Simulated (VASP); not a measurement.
## BAs: single point with PBEsol

BAs:

```
B As
1.0
     0.00000    2.39187    2.39187
     2.39187    0.00000    2.39187
     2.39187    2.39187    0.00000
B As
1 1
Direct
  0.00000 0.00000 0.00000
  0.25000 0.25000 0.25000
```

```
Program                : VASP 6.6.1
Task                   : single point
Functional             : PBEsol
Potentials or basis    : VASP PAW PBE potentials, release 64 (B, As)
Cutoff                 : 500 eV
k mesh                 : 4 × 4 × 4
Occupations            : gaussian, width 0.01 eV
Spin                   : no spin polarisation
Dipole correction      : no
Further INCAR settings : ALGO = Normal; EDIFF = 1e-06; NBANDS = 11
```

| Property | Result |
| --- | --- |
| Pressure | 0.1 GPa |
| Band gap on the k mesh | 1.30 eV, indirect (least direct gap 3.22 eV) |

Levels at points of the mesh, in eV from the valence-band top:
| k point | band 1 | band 2 | band 3 | band 4 | band 5 | band 6 | band 7 | band 8 | band 9 |
| --- | --- | --- | --- | --- | --- | --- | --- | --- | --- |
| (0.00, 0.00, 0.00) | -15.41 | 0.00 | 0.00 | 0.00 | 3.22 | 3.22 | 3.22 | 4.63 | 9.31 |
| (0.50, 0.00, 0.00) | -12.54 | -8.82 | -1.83 | -1.83 | 2.62 | 4.70 | 4.70 | 8.68 | 12.52 |
| (0.50, 0.50, 0.00) | -11.24 | -8.52 | -4.10 | -4.10 | 1.30 | 1.32 | 11.30 | 11.30 | 12.74 |

Wall time 4 s on 1 thread of Intel(R) Xeon(R) Platinum 8559C (Emerald Rapids) (shared host), peak memory 0.15 GiB.

Caveat: the k points lie up to 0.57 Å⁻¹ apart; the PAW data sets were made with another functional, which shifts forces and pressure a little. Expect the measured gap to be larger: semilocal functionals such as PBEsol lack the derivative discontinuity.
